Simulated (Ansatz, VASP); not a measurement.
## Zn in VASP and in Ansatz

```
Zn
1.0
    -1.53701    1.53701    1.53701
     1.53701   -1.53701    1.53701
     1.53701    1.53701   -1.53701
Zn
1
Direct
  0.00000 0.00000 0.00000
```

Change from the starting cell: volume scaled by 0.94.

Alike in both runs: task single point; functional PBE; k mesh 12 × 12 × 12; occupations fermi-dirac, width 0.05 eV; no spin polarisation.

```csv
,VASP,Ansatz
version,VASP 6.6.1,Ansatz 0.2.0
potentials or method,"VASP PAW PBE potentials, release 64 (Zn), cutoff 520 eV","all-electron LAPW, scalar-relativistic"
```

|  | VASP | Ansatz | Ansatz less VASP |
| --- | --- | --- | --- |
| gap on the k mesh at the Fermi level (eV) | none | none | - |
| pressure (GPa) | 4.4 | 4.0 | -0.37 |

A gap of «none» marks a metal or a gap that the smearing closes. Ansatz ran all-electron here, and VASP with PAW potentials.
